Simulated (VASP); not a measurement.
# Nb (Im-3m) in VASP: a series of runs

The runs below take Nb through single point, relaxation of cell and atoms, with PBEsol.

Program: VASP 6.6.1. These are calculated values, not measurements. Logs are shortened: lines on timing, memory, paths and dates and some standing lists are left out, and cuts for length are marked.

## Step 1: The cell of the first run

The structure is cubic, space group Im-3m (No. 229). Conventional cell: a = 3.275 Å, b = 3.275 Å, c = 3.275 Å, α = 90.00°, β = 90.00°, γ = 90.00°. Within 3.7 Å of Nb (site symmetry m-3m) lie 14 Nb at 2.84 to 3.27 Å.

## Step 2: Single point, PBEsol

File INCAR:

```
ALGO = Normal
EDIFF = 1E-6
ENCUT = 520
GGA = PS
ISIF = 2
ISMEAR = -1
LASPH = T
LCHARG = T
LELF = T
LREAL = F
LVHAR = T
LWAVE = F
NBANDS = 20
NELM = 80
PREC = Accurate
SIGMA = 0.05
```

File KPOINTS:

```
k-points
0
Gamma
  7 7 7
```

File POSCAR:

```
Nb
1.0
    3.2749893197      0.0000000000      0.0000000000
    0.0000000000      3.2749893197      0.0000000000
    0.0000000000      0.0000000000      3.2749893197
Nb
2
Direct
    0.0000000000      0.0000000000      0.0000000000
    0.5000000000      0.5000000000      0.5000000000
```

Potentials or basis: VASP PAW PBE potentials, release 64 (Nb_sv).

Command:

```bash
> cat potpaw_PBE.64/Nb_sv/POTCAR > POTCAR
> mpirun -np 1 vasp_std > vasp.out
```

OUTCAR:

```text
EDIFF = 1E-6
   ENCUT = 520
   GGA = PS
   ISIF = 2
   ISMEAR = -1
   LASPH = T
   LREAL = F
   NELM = 80
   PREC = Accurate

 ion  position               nearest neighbor table
   1  0.000  0.000  0.000-   2 2.84   2 2.84   2 2.84   2 2.84   2 2.84   2 2.84   2 2.84   2 2.84

   2  0.500  0.500  0.500-   1 2.84   1 2.84   1 2.84   1 2.84   1 2.84   1 2.84   1 2.84   1 2.84

  LATTYP: Found a simple cubic cell.
 ALAT       =     3.2749893197

  Lattice vectors:

 A1 = (   3.2749893197,   0.0000000000,   0.0000000000)
 A2 = (   0.0000000000,   3.2749893197,   0.0000000000)
 A3 = (   0.0000000000,   0.0000000000,   3.2749893197)

Analysis of symmetry for initial positions (statically):
=====================================================================
 Subroutine PRICEL returns following result:

  LATTYP: Found a body centered cubic cell.
 ALAT       =     3.2749893197

  Lattice vectors:

 A1 = (   1.6374946598,   1.6374946598,  -1.6374946598)
 A2 = (  -1.6374946598,   1.6374946598,   1.6374946598)
 A3 = (   1.6374946598,  -1.6374946598,   1.6374946598)

   2 primitive cells build up your supercell.

 Routine SETGRP: Setting up the symmetry group for a
 simple cubic supercell.

 Subroutine GETGRP returns: Found 48 space group operations
 (whereof 48 operations were pure point group operations)
 out of a pool of 48 trial point group operations.

The static configuration has the point symmetry O_h .

Analysis of symmetry for dynamics (positions and initial velocities):
=====================================================================
 Subroutine PRICEL returns following result:

  LATTYP: Found a body centered cubic cell.
 ALAT       =     3.2749893197

  Lattice vectors:

 A1 = (   1.6374946598,   1.6374946598,  -1.6374946598)
 A2 = (  -1.6374946598,   1.6374946598,   1.6374946598)
 A3 = (   1.6374946598,  -1.6374946598,   1.6374946598)

   2 primitive cells build up your supercell.

 Routine SETGRP: Setting up the symmetry group for a
 simple cubic supercell.
[... 82 lines left out ...]
   total plane-waves  NPLWV =  13824
   dimension x,y,z NGX =    24 NGY =   24 NGZ =   24
   dimension x,y,z NGXF=    48 NGYF=   48 NGZF=   48
   ions per type =               2
   NGX,Y,Z   is equivalent  to a cutoff of  12.18, 12.18, 12.18 a.u.
   NGXF,Y,Z  is equivalent  to a cutoff of  24.37, 24.37, 24.37 a.u.
 SYSTEM =  unknown system
   PREC   = accura    normal or accurate (medium, high low for compatibility)
   ISTART =      0    job   : 0-new  1-cont  2-samecut
   ICHARG =      2    charge: 1-file 2-atom 10-const
   ISPIN  =      1    spin polarized calculation?
   LNONCOLLINEAR =      F non collinear calculations
   LSORBIT =      F    spin-orbit coupling
   LASPH  =      T    aspherical Exc in radial PAW
   ENCUT  =  520.0 eV  38.22 Ry    6.18 a.u.   6.09  6.09  6.09*2*pi/ulx,y,z
   NELM   =     80;   NELMIN=  2; NELMDL= -5     # of ELM steps
   EDIFF  = 0.1E-05   stopping-criterion for ELM
   LREAL  =      F    real-space projection
   EDIFFG = 0.1E-04   stopping-criterion for IOM
   NSW    =      0    number of steps for IOM
   IBRION =     -1    ionic relax: 0-MD 1-quasi-New 2-CG
   NFREE  =      0    steps in history (QN), initial steepest desc. (CG)
   ISIF   =      2    stress and relaxation
   ISYM   =      2    0-nonsym 1-usesym 2-fastsym
   POTIM  = 0.5000    time-step for ionic-motion
   TEBEG  =    0.0;   TEEND  =   0.0 temperature during run
   PSTRESS=    0.0 pullay stress
   NELECT =      26.0000    total number of electrons
   NUPDOWN=      -1.0000    fix difference up-down
   EMIN   =  10.00;   EMAX   =-10.00  energy-range for DOS
   EFERMI =   0.00;   METHOD = LEGACY
   ISMEAR =    -1;   SIGMA  =   0.05  broadening in eV -4-tet -1-fermi 0-gaus
   EFERMI_NEDOS =   21; number of points for ismear=-14 and -15
   IALGO  =     38    algorithm
   IMIX   =      4    mixing-type and parameters
     AMIX     =   0.40;   BMIX     =  1.00
     AMIX_MAG =   1.60;   BMIX_MAG =  1.00
  volume/ion in A,a.u.               =      17.56       118.52
  Fermi-wavevector in a.u.,A,eV,Ry     =   1.480890  2.798476 29.838045  2.193034
  Thomas-Fermi vector in A             =   2.594868
   LORBIT       =      0    0 simple, 1 ext, 2 COOP (PROOUT), +10 PAW based schemes
   GGA     = PS    functional components
   LHFCALC =     F    Hartree Fock is set to
   AEXX    =    0.0000 exact exchange contribution
   IVDW    =     0    specifies the selected vdW correction
   LEPSILON=     F    determine dielectric tensor
   LRPA    =     F    only Hartree local field effects (RPA)
 non-spin polarized calculation
  energy-cutoff  :      520.00
  volume of cell :       35.13
 maximum number of plane-waves:       961
   NGX = 13   NGY = 13   NGZ = 13

 number of electron      25.9999998 magnetization

 Free energy of the ion-electron system (eV)
  ---------------------------------------------------
  ext. energy  EPLUGINS =         0.00000000
  ---------------------------------------------------
  free energy    TOTEN  =       -21.88785341 eV

  energy without entropy =      -21.85515403  energy(sigma->0) =      -21.87150372

 E-fermi :  11.3801     XC(G=0): -12.7623

 val. band max:       11.3529968160   @ k =   0.4286   0.4286   0.2857
 cond. band min:      11.4040095598   @ k =   0.2857   0.2857   0.0000
 fundamental gap:      0.0510127438
 Fermi energy:        11.3801239421

 k-point     1 :       0.0000    0.0000    0.0000
  band No.  band energies     occupation
      1     -42.8496      2.00000
      2     -42.3851      2.00000
      3     -19.1160      2.00000
      4     -19.1160      2.00000
      5     -19.1160      2.00000
      6     -18.1077      2.00000
[... 449 lines left out ...]
     19      21.2807      0.00000
     20      21.4495      0.00000

------------------------ aborting loop because EDIFF is reached ----------------------------------------

  FORCE on cell =-STRESS in cart. coord.  units (eV):
  Direction    XX          YY          ZZ          XY          YZ          ZX
  --------------------------------------------------------------------------------------
  -------------------------------------------------------------------------------------
  Total       -0.0574973     -0.0574973     -0.0574973      0.0000000      0.0000000      0.0000000
  in kB       -2.6225783     -2.6225783     -2.6225783      0.0000000      0.0000000      0.0000000
  external PRESSURE =      -2.6225783 kB  Pullay stress =       0.0000000 kB

 VOLUME and BASIS-vectors are now :
 -----------------------------------------------------------------------------
  energy-cutoff  :      520.00
  volume of cell :       35.13
      direct lattice vectors                 reciprocal lattice vectors
     3.274989320  0.000000000  0.000000000     0.305344507  0.000000000  0.000000000
     0.000000000  3.274989320  0.000000000     0.000000000  0.305344507  0.000000000
     0.000000000  0.000000000  3.274989320     0.000000000  0.000000000  0.305344507

 POSITION                                       TOTAL-FORCE (eV/Angst)
 -----------------------------------------------------------------------------------
      0.00000      0.00000      0.00000         0.000000      0.000000      0.000000
      1.63749      1.63749      1.63749        -0.000000     -0.000000     -0.000000
 -----------------------------------------------------------------------------------
    total drift:                                0.000000      0.000000     -0.000000

  FREE ENERGIE OF THE ION-ELECTRON SYSTEM (eV)
  ---------------------------------------------------
  free  energy   TOTEN  =       -21.8878534096 eV

  energy  without entropy=      -21.8551540291  energy(sigma->0) =      -21.87150372
```

Wall time 7.6 s (1 thread of Intel Xeon Platinum 8488C (Sapphire Rapids), shared host); peak memory 0.14 GiB.

What came out:

```
Free energy            : -21.8879 eV
Pressure               : -0.3 GPa
Band gap on the k mesh : zero (band 13 reaches 12.83 eV, above the bottom of band 14 at 10.15 eV)
```

Caveat: the PAW data sets were made with another functional, which shifts forces and pressure a little.

## Step 3: Single point, PBEsol

File INCAR:

```
SYSTEM = Nb
PREC     = Accurate       ! precision mode
ENCUT    = 520            ! plane-wave cutoff, eV
EDIFF    = 1E-6           ! SCF threshold, eV
ISMEAR   = -1             ! smearing method
SIGMA    = 0.05           ! smearing width, eV
LREAL    = .FALSE.        ! projectors in reciprocal space
LASPH    = .TRUE.         ! aspherical terms in the spheres
NELM     = 60             ! most SCF steps
ALGO     = Normal         ! electronic algorithm
ISIF     = 2              ! what is computed and relaxed
LWAVE    = .FALSE.        ! write WAVECAR
LCHARG   = .FALSE.        ! write CHGCAR
GGA      = PS             ! functional
NBANDS   = 20             ! bands
```

File KPOINTS:

```
regular mesh
0
G
  7 7 7
  0 0 0
```

POSCAR is that of step 2.

Potentials or basis: VASP PAW PBE potentials, release 64 (Nb_sv).

Command:

```bash
> cat potpaw_PBE.64/Nb_sv/POTCAR > POTCAR
> mpirun -np 1 vasp_std > vasp.out
```

OUTCAR:

```text
SYSTEM = Nb
   PREC = Accurate
   ENCUT = 520
   EDIFF = 1E-6
   ISMEAR = -1
   LREAL = .FALSE.
   LASPH = .TRUE.
   NELM = 60
   ISIF = 2
   GGA = PS

 ion  position               nearest neighbor table
   1  0.000  0.000  0.000-   2 2.84   2 2.84   2 2.84   2 2.84   2 2.84   2 2.84   2 2.84   2 2.84

   2  0.500  0.500  0.500-   1 2.84   1 2.84   1 2.84   1 2.84   1 2.84   1 2.84   1 2.84   1 2.84

  LATTYP: Found a simple cubic cell.
 ALAT       =     3.2749893197

  Lattice vectors:

 A1 = (   3.2749893197,   0.0000000000,   0.0000000000)
 A2 = (   0.0000000000,   3.2749893197,   0.0000000000)
 A3 = (   0.0000000000,   0.0000000000,   3.2749893197)

Analysis of symmetry for initial positions (statically):
=====================================================================
 Subroutine PRICEL returns following result:

  LATTYP: Found a body centered cubic cell.
 ALAT       =     3.2749893197

  Lattice vectors:

 A1 = (   1.6374946598,   1.6374946598,  -1.6374946598)
 A2 = (  -1.6374946598,   1.6374946598,   1.6374946598)
 A3 = (   1.6374946598,  -1.6374946598,   1.6374946598)

   2 primitive cells build up your supercell.

 Routine SETGRP: Setting up the symmetry group for a
 simple cubic supercell.

 Subroutine GETGRP returns: Found 48 space group operations
 (whereof 48 operations were pure point group operations)
 out of a pool of 48 trial point group operations.

The static configuration has the point symmetry O_h .

Analysis of symmetry for dynamics (positions and initial velocities):
=====================================================================
 Subroutine PRICEL returns following result:

  LATTYP: Found a body centered cubic cell.
 ALAT       =     3.2749893197

  Lattice vectors:

 A1 = (   1.6374946598,   1.6374946598,  -1.6374946598)
[... 115 lines left out ...]
   PSTRESS=    0.0 pullay stress
   NELECT =      26.0000    total number of electrons
   NUPDOWN=      -1.0000    fix difference up-down
   EMIN   =  10.00;   EMAX   =-10.00  energy-range for DOS
   EFERMI =   0.00;   METHOD = LEGACY
   ISMEAR =    -1;   SIGMA  =   0.05  broadening in eV -4-tet -1-fermi 0-gaus
   EFERMI_NEDOS =   21; number of points for ismear=-14 and -15
   IALGO  =     38    algorithm
   IMIX   =      4    mixing-type and parameters
     AMIX     =   0.40;   BMIX     =  1.00
     AMIX_MAG =   1.60;   BMIX_MAG =  1.00
  volume/ion in A,a.u.               =      17.56       118.52
  Fermi-wavevector in a.u.,A,eV,Ry     =   1.480890  2.798476 29.838045  2.193034
  Thomas-Fermi vector in A             =   2.594868
   LORBIT       =      0    0 simple, 1 ext, 2 COOP (PROOUT), +10 PAW based schemes
   GGA     = PS    functional components
   LHFCALC =     F    Hartree Fock is set to
   AEXX    =    0.0000 exact exchange contribution
   IVDW    =     0    specifies the selected vdW correction
   LEPSILON=     F    determine dielectric tensor
   LRPA    =     F    only Hartree local field effects (RPA)
 non-spin polarized calculation
  energy-cutoff  :      520.00
  volume of cell :       35.13
 maximum number of plane-waves:       961
   NGX = 13   NGY = 13   NGZ = 13

 number of electron      25.9999998 magnetization

 Free energy of the ion-electron system (eV)
  ---------------------------------------------------
  ext. energy  EPLUGINS =         0.00000000
  ---------------------------------------------------
  free energy    TOTEN  =       -21.88785341 eV

  energy without entropy =      -21.85515403  energy(sigma->0) =      -21.87150372

 E-fermi :  11.3801     XC(G=0): -12.7623

 val. band max:       11.3529968160   @ k =   0.4286   0.4286   0.2857
 cond. band min:      11.4040095598   @ k =   0.2857   0.2857   0.0000
 fundamental gap:      0.0510127438
 Fermi energy:        11.3801239421

 k-point     1 :       0.0000    0.0000    0.0000
  band No.  band energies     occupation
      1     -42.8496      2.00000
      2     -42.3851      2.00000
      3     -19.1160      2.00000
      4     -19.1160      2.00000
      5     -19.1160      2.00000
      6     -18.1077      2.00000
[... 449 lines left out ...]
     19      21.2807      0.00000
     20      21.4495      0.00000

------------------------ aborting loop because EDIFF is reached ----------------------------------------

  FORCE on cell =-STRESS in cart. coord.  units (eV):
  Direction    XX          YY          ZZ          XY          YZ          ZX
  --------------------------------------------------------------------------------------
  -------------------------------------------------------------------------------------
  Total       -0.0574973     -0.0574973     -0.0574973      0.0000000      0.0000000      0.0000000
  in kB       -2.6225783     -2.6225783     -2.6225783      0.0000000      0.0000000      0.0000000
  external PRESSURE =      -2.6225783 kB  Pullay stress =       0.0000000 kB

 VOLUME and BASIS-vectors are now :
 -----------------------------------------------------------------------------
  energy-cutoff  :      520.00
  volume of cell :       35.13
      direct lattice vectors                 reciprocal lattice vectors
     3.274989320  0.000000000  0.000000000     0.305344507  0.000000000  0.000000000
     0.000000000  3.274989320  0.000000000     0.000000000  0.305344507  0.000000000
     0.000000000  0.000000000  3.274989320     0.000000000  0.000000000  0.305344507

 POSITION                                       TOTAL-FORCE (eV/Angst)
 -----------------------------------------------------------------------------------
      0.00000      0.00000      0.00000         0.000000      0.000000      0.000000
      1.63749      1.63749      1.63749        -0.000000     -0.000000     -0.000000
 -----------------------------------------------------------------------------------
    total drift:                                0.000000      0.000000     -0.000000

  FREE ENERGIE OF THE ION-ELECTRON SYSTEM (eV)
  ---------------------------------------------------
  free  energy   TOTEN  =       -21.8878534096 eV

  energy  without entropy=      -21.8551540291  energy(sigma->0) =      -21.87150372
```

OSZICAR:

```text
N       E                     dE             d eps       ncg     rms          rms(c)
DAV:   1     0.315465045387E+03    0.31547E+03   -0.14877E+04   800   0.137E+03
DAV:   2    -0.163247948657E+01   -0.31710E+03   -0.31006E+03   880   0.542E+02
DAV:   3    -0.219936680305E+02   -0.20361E+02   -0.19833E+02  1516   0.109E+02
DAV:   4    -0.228011679680E+02   -0.80750E+00   -0.80211E+00  1076   0.172E+01
DAV:   5    -0.228434695413E+02   -0.42302E-01   -0.42258E-01  1340   0.383E+00    0.108E+01
DAV:   6    -0.219806836868E+02    0.86279E+00   -0.15458E+00  1128   0.121E+01    0.371E+00
DAV:   7    -0.218776907220E+02    0.10299E+00   -0.61906E-01  1416   0.692E+00    0.149E+00
DAV:   8    -0.218885531976E+02   -0.10862E-01   -0.48205E-02  1000   0.227E+00    0.276E-01
DAV:   9    -0.218878702662E+02    0.68293E-03   -0.53943E-03  1272   0.630E-01    0.324E-02
DAV:  10    -0.218878564743E+02    0.13792E-04   -0.20811E-04  1260   0.150E-01    0.307E-02
DAV:  11    -0.218878535474E+02    0.29268E-05   -0.15909E-05  1020   0.352E-02    0.418E-03
DAV:  12    -0.218878534096E+02    0.13781E-06   -0.82099E-07   588   0.100E-02
   1 F= -.21887853E+02 E0= -.21871504E+02  d E =-.326994E-01
```

stdout:

```text
POSCAR found type information on POSCAR Nb
 POSCAR found :  1 types and       2 ions
 scaLAPACK will be used
 -----------------------------------------------------------------------------
|                                                                             |
|                                                                             |
|     You enforced a specific xc type in the INCAR file but a different       |
|     I HOPE YOU KNOW WHAT YOU ARE DOING!                                     |
|                                                                             |
 -----------------------------------------------------------------------------

 LDA part: xc-table for (Slater+PW92), standard interpolation
 POSCAR, INCAR and KPOINTS ok, starting setup
 FFT: planning ... GRIDC
 FFT: planning ... GRID_SOFT
 FFT: planning ... GRID
 WAVECAR not read
 entering main loop
```

Run time: 11 s. Hardware: 1 thread of Intel Xeon Platinum 8488C (Sapphire Rapids), shared host; peak memory 0.14 GiB.

What came out:

```
Free energy            : -21.8879 eV
Pressure               : -0.3 GPa
Band gap on the k mesh : zero (band 13 reaches 12.83 eV, above the bottom of band 14 at 10.15 eV)
```

Levels at points of the mesh, in eV from the Fermi level:
```csv
k point,band 10,band 11,band 12,band 13,band 14,band 15,band 16,band 17
"(0.00, 0.00, 0.00)",-3.87,-3.87,0.37,0.37,0.37,3.37,3.37,5.82
```

Caveat: the PAW data sets were made with another functional, which shifts forces and pressure a little.

(Part 1 of 2 ends here.)
